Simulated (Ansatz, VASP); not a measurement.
Ir in VASP and in Ansatz

INCAR

```
SYSTEM = Ir
PREC     = Accurate       ! precision mode
ENCUT    = 600            ! plane-wave cutoff, eV
EDIFF    = 1E-6           ! SCF threshold, eV
ISMEAR   = -1             ! smearing method
SIGMA    = 0.08           ! smearing width, eV
LREAL    = .FALSE.        ! projectors in reciprocal space
LASPH    = .TRUE.         ! aspherical terms in the spheres
NELM     = 100            ! most SCF steps
ALGO     = Normal         ! electronic algorithm
ISIF     = 3              ! what is computed and relaxed
LWAVE    = .FALSE.        ! write WAVECAR
LCHARG   = .FALSE.        ! write CHGCAR
GGA      = PE             ! functional
IBRION   = 2              ! ionic algorithm
NSW      = 100            ! ionic steps
EDIFFG   = -0.005         ! ionic threshold
```

The input KPOINTS:

```
regular mesh
0
G
  19 19 19
  0 0 0
```

POSCAR

```
Ir
1.0
   -1.4732965170      1.4732965170      1.4732965170
    1.4732965170     -1.4732965170      1.4732965170
    1.4732965170      1.4732965170     -1.4732965170
Ir
1
Direct
    0.0000000000      0.0000000000      0.0000000000
```

Input for Ansatz:

```yaml
crystal:
  lattice:
    - [-1.473296517, 1.473296517, 1.473296517]
    - [1.473296517, -1.473296517, 1.473296517]
    - [1.473296517, 1.473296517, -1.473296517]
  atoms:
    - { symbol: Ir, position: [0.0, 0.0, 0.0] }
kpoints:
  mp_grid: { grid: [19, 19, 19] }
scf:
  occupations: { method: fermi_dirac, width: 0.08 }
hamiltonian:
  xc: pbe
  pseudopotentials: { kind: paw }
output:
  forces: true
  stress: true
relax:
  f_tol: 0.005
  max_steps: 80
  cell: {}
```

Alike in both runs: task relaxation of cell and atoms; functional PBE; k mesh 19 × 19 × 19; occupations fermi-dirac, width 0.08 eV; no spin polarisation.

```csv
,VASP,Ansatz
version,VASP 6.6.1,Ansatz 0.2.0
potentials or method,"VASP PAW PBE potentials, release 64 (Ir)","PAW with Ansatz's default frozen-core files, scalar-relativistic"
plane-wave cutoff (eV),600,420
valence electrons in the cell,9,17
```

VASP gave:

```
relaxed volume (Å³/atom)                                     : 15.08
relaxed cell length with the largest relative difference (Å) : 2.696
```

Question: Estimate Ansatz's values.

Answer: Relaxed volume (Å³/atom): 15.06; relaxed cell length with the largest relative difference (Å): 2.694.

VASP's potentials hold 9 valence electrons a cell and Ansatz's 17, so a difference there can come from the potentials and not from the codes.

Neither program's run includes spin-orbit coupling. Noted on VASP's run: the volume moved by over 15 % at a fixed basis, so the end points are rough.
